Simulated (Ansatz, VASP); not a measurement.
# Two plane-wave programs on MgO

```
CELL_PARAMETERS angstrom
0.00000 2.09700 2.09700
2.09700 0.00000 2.09700
2.09700 2.09700 0.00000
ATOMIC_POSITIONS crystal
Mg 0.00000 0.00000 0.00000
O 0.50000 0.50000 0.50000
```

Alike in both runs: task single point; functional r2SCAN-based global hybrid; k mesh 6 × 6 × 6; occupations fermi-dirac, width 0.05 eV; no spin polarisation.

|  | VASP | Ansatz |
| --- | --- | --- |
| version | VASP 6.6.1 | Ansatz 0.2.0 |
| potentials or method | VASP PAW PBE potentials, release 64 (Mg, O) | Ansatz PAW |
| plane-wave cutoff (eV) | 520 | 500 |
| valence electrons in the cell | 8 | 16 |

Ansatz gave:

* gap on the k mesh at the Fermi level (eV): 7.07
* least direct gap on the mesh (eV): 7.07
* pressure (GPa): -0.9

Question: What did VASP give for the same quantities?

Answer: gap on the k mesh at the Fermi level (eV): 7.05; least direct gap on the mesh (eV): 7.05; pressure (GPa): -1.8.

VASP's potentials were made for PBE, not for r2SCAN-based global hybrid. With one functional, cell and mesh, what is left measures potentials, basis and numerics. VASP's potentials hold 8 valence electrons a cell and Ansatz's 16, so a difference there can come from the potentials and not from the codes.

The k mesh is coarse, so the values compare programs but aren't converged.
